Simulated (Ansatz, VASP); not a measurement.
## CaO in VASP and in Ansatz

```
CELL_PARAMETERS angstrom
3.96664 0.00000 0.00000
-1.98332 3.43521 0.00000
0.00000 0.00000 4.77305
ATOMIC_POSITIONS crystal
Ca 0.33333 0.66667 0.75000
Ca 0.66667 0.33333 0.25000
O 0.33333 0.66667 0.25000
O 0.66667 0.33333 0.75000
```

Alike in both runs: functional PBE; dispersion D3(BJ); k mesh 9 × 9 × 6; occupations gaussian, width 0.02 eV; no spin polarisation.

Ansatz relaxed the structure, and its values are those at the end. VASP's run is a single point on that final structure, the one shown.

|  | VASP | Ansatz |
| --- | --- | --- |
| version | VASP 6.6.1 | Ansatz 0.2.0 |
| potentials or method | VASP PAW PBE potentials, release 64 (Ca_sv, O), cutoff 600 eV | scalar-relativistic, plane waves, PAW |
| valence electrons in the cell | 32 | 32 |

Ansatz gave:

- gap on the k mesh at the Fermi level (eV): 3.24
- least direct gap on the mesh (eV): 3.24
- pressure (GPa): 0.0

Task: Estimate VASP's values.

Result: gap on the k mesh at the Fermi level (eV): 3.23; least direct gap on the mesh (eV): 3.23; pressure (GPa): 0.4.
